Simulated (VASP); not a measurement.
Mg2Zr3: relaxation of cell and atoms with PBE

The system is Mg2Zr3.

```
Mg Zr
1.0
     4.92084    0.00000    0.00000
    -2.46042    4.26157    0.00000
     0.00000    0.00000    6.28944
Mg Zr
2 3
Direct
  0.66667 0.33333 0.36110
  0.33333 0.66667 0.63890
  0.66667 0.33333 0.88135
  0.33333 0.66667 0.11865
  0.00000 0.00000 0.00000
```

The cell was generated, and may not be a known phase.

```
Program                : VASP 6.6.1
Task                   : relaxation of cell and atoms
Functional             : PBE
Potentials or basis    : VASP PAW PBE potentials, release 64 (Mg, Zr_sv)
Cutoff                 : 600 eV
k mesh                 : 12 × 12 × 6
Occupations            : gaussian, width 0.1 eV
Spin                   : no spin polarisation
Dipole correction      : no
Further INCAR settings : ALGO = Fast; EDIFF = 1e-06; IBRION = 2; EDIFFG = -0.01; NSW = 100; ISIF = 3
```

| Property | Result |
| --- | --- |
| Relaxed volume | 26.30 Å³/atom |
| Relaxed cell | a = 4.924 Å, b = 4.924 Å, c = 6.262 Å, α = 90.00°, β = 90.00°, γ = 120.00° |
| Space group after relaxing (to 0.1 Å) | P-3m1 (No. 164) |
| Energy gained by relaxing | 0.1 meV/atom |
| Ionic steps | 6 |
| Pressure after relaxing | 0.0 GPa |
| Largest force after relaxing | 0.008 eV/Å |
| Band gap on the k mesh | zero (bands 20 and 21 overlap by 0.77 eV) |

Forces on the atoms (eV/Å):
```
Mg   0.000  0.000 -0.008
Mg   0.000  0.000  0.008
Zr   0.000  0.000 -0.004
Zr   0.000  0.000  0.004
Zr   0.000  0.000  0.000
```

The path:
| step | energy change (eV) | largest force (eV/Å) | pressure (GPa) | volume (Å³) |
| --- | --- | --- | --- | --- |
| 1 | 0.0000 | 0.0245 | -0.09 | 131.89 |
| 2 | -0.0004 | 0.0342 | 0.00 | 131.61 |
| 3 | -0.0005 | 0.0388 | 0.08 | 131.39 |
| 4 | -0.0007 | 0.0153 | 0.00 | 131.52 |
| 5 | -0.0007 | 0.0124 | -0.01 | 131.53 |
| 6 | -0.0007 | 0.0083 | -0.01 | 131.50 |

Final structure:
```
CELL_PARAMETERS angstrom
4.92423 0.00000 0.00000
-2.46212 4.26451 0.00000
0.00000 0.00000 6.26198
ATOMIC_POSITIONS crystal
Mg 0.66667 0.33333 0.36068
Mg 0.33333 0.66667 0.63932
Zr 0.66667 0.33333 0.88032
Zr 0.33333 0.66667 0.11968
Zr 0.00000 0.00000 0.00000
```

Levels at points of the mesh, in eV from the Fermi level:
| k point | band 16 | band 17 | band 18 | band 19 | band 20 | band 21 | band 22 | band 23 | band 24 |
| --- | --- | --- | --- | --- | --- | --- | --- | --- | --- |
| (0.00, 0.00, 0.00) | -1.53 | -1.53 | -0.47 | -0.47 | 0.45 | 0.45 | 0.90 | 1.44 | 1.44 |
| (0.50, 0.00, 0.00) | -1.66 | -0.93 | -0.87 | -0.52 | -0.01 | 0.03 | 0.35 | 0.69 | 0.92 |
| (0.00, 0.00, 0.50) | -1.61 | -0.96 | -0.65 | -0.65 | 0.42 | 0.42 | 0.47 | 1.81 | 1.82 |
| (0.50, 0.00, 0.50) | -2.26 | -1.58 | -1.18 | -0.77 | -0.22 | 0.07 | 0.20 | 0.51 | 1.45 |

Run time: 54 min on 1 thread of Intel Xeon 8259CL (shared host), peak memory 0.54 GiB.
